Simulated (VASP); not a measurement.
Here is a VASP 6.6.1 calculation.

INCAR

```
SYSTEM = FeNi3
PREC = Accurate
ENCUT = 520
EDIFF = 1E-6
ISMEAR = -1
SIGMA = 0.1
LREAL = .FALSE.
LASPH = .TRUE.
NELM = 150
ALGO = Normal
ISIF = 2
LWAVE = .FALSE.
LCHARG = .FALSE.
ISPIN = 2
MAGMOM = 3 1.5 1.5 1.5
LORBIT = 11
LMAXMIX = 4
GGA = PS
NBANDS = 31
```

The input KPOINTS:

```
regular mesh
0
G
  10 10 10
  0 0 0
```

The input POSCAR:

```
FeNi3
1.0
    3.4888476883      0.0000000000      0.0000000000
    0.0000000000      3.4888476883      0.0000000000
    0.0000000000      0.0000000000      3.4888476883
Fe Ni
1 3
Direct
    0.0000000000      0.0000000000      0.0000000000
    0.0000000000      0.5000000000      0.5000000000
    0.5000000000      0.0000000000      0.5000000000
    0.5000000000      0.5000000000      0.0000000000
```

Potentials or basis: VASP PAW PBE potentials, release 64 (Fe, Ni).

Run with:

```console
$ cat potpaw_PBE.64/Fe/POTCAR potpaw_PBE.64/Ni/POTCAR > POTCAR
$ mpirun -np 1 vasp_std > vasp.out
```

Predict the pressure.

-0.1 GPa.

Estimate the net moment.

4.68 μB per cell.

Estimate the site moments.

Fe +2.82; Ni +0.62 μB.

Caveat: the PAW data sets were made with another functional, which shifts forces and pressure a little.
